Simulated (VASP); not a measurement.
Wanted: the native input for a VASP 6.6.1 run.

| Item | Value |
| --- | --- |
| Task | relaxation of cell and atoms |
| Functional | PBE |
| Potentials or basis | VASP PAW PBE potentials, release 64 (Li_sv, Sb, Pt) |
| Cutoff | 600 eV |
| k mesh | 12 × 12 × 6 |
| Occupations | gaussian, width 0.1 eV |
| Spin | no spin polarisation |
| Dipole correction | no |
| Further INCAR settings | ALGO = Normal; EDIFF = 1e-06; IBRION = 2; EDIFFG = -0.01; NSW = 100; ISIF = 3 |

The structure of Li4SbPt lies in POSCAR:

```
Li4SbPt
1.0
    3.4103307002      0.0000000000      0.0000000000
    0.0000000000      3.4103307002      0.0000000000
    0.0000000000      0.0000000000      8.5104159055
Li Sb Pt
4 1 1
Direct
    0.0000000000      0.0000000000      0.1875959343
    0.0000000000      0.0000000000      0.8124040657
    0.5000000000      0.5000000000      0.6395776466
    0.5000000000      0.5000000000      0.3604223534
    0.5000000000      0.5000000000      0.0000000000
    0.0000000000      0.0000000000      0.5000000000
```

The input as run:

INCAR

```
SYSTEM = Li4SbPt
PREC = Accurate ; ENCUT = 600
EDIFF = 1E-6 ; ISMEAR = 0
SIGMA = 0.1 ; LREAL = .FALSE.
LASPH = .TRUE. ; NELM = 100
ALGO = Normal ; ISIF = 3
LWAVE = .FALSE. ; LCHARG = .FALSE.
GGA = PE ; IBRION = 2
NSW = 100 ; EDIFFG = -0.01
```

KPOINTS

```
Automatic mesh
0
G
  12 12 6
  0 0 0
```

Potentials or basis: VASP PAW PBE potentials, release 64 (Li_sv, Sb, Pt).

Command:

```console
$ cat potpaw_PBE.64/Li_sv/POTCAR potpaw_PBE.64/Sb/POTCAR potpaw_PBE.64/Pt/POTCAR > POTCAR
$ mpirun -np 1 vasp_std > vasp.out
```

Results of the run:

```json
{"Relaxed volume": "16.39 Å³/atom", "Relaxed cell": "a = 3.405 Å, b = 3.405 Å, c = 8.480 Å, α = 90.00°, β = 90.00°, γ = 90.00°", "Space group after relaxing (to 0.05 Å)": "P4/mmm (No. 123)", "Energy gained by relaxing": "0.1 meV/atom", "Ionic steps": "3", "Pressure after relaxing": "0.1 GPa", "Largest force after relaxing": "0.006 eV/Å"}
```

Caveat: the cutoff is under 1.25 times the usual one of these potentials, so pressure, stress and relaxed cells hold a basis-set (Pulay) error.

Run time: 2.7 min on 1 thread of Intel(R) Xeon(R) 6975P-C (Granite Rapids) (shared host), peak memory 0.42 GiB.
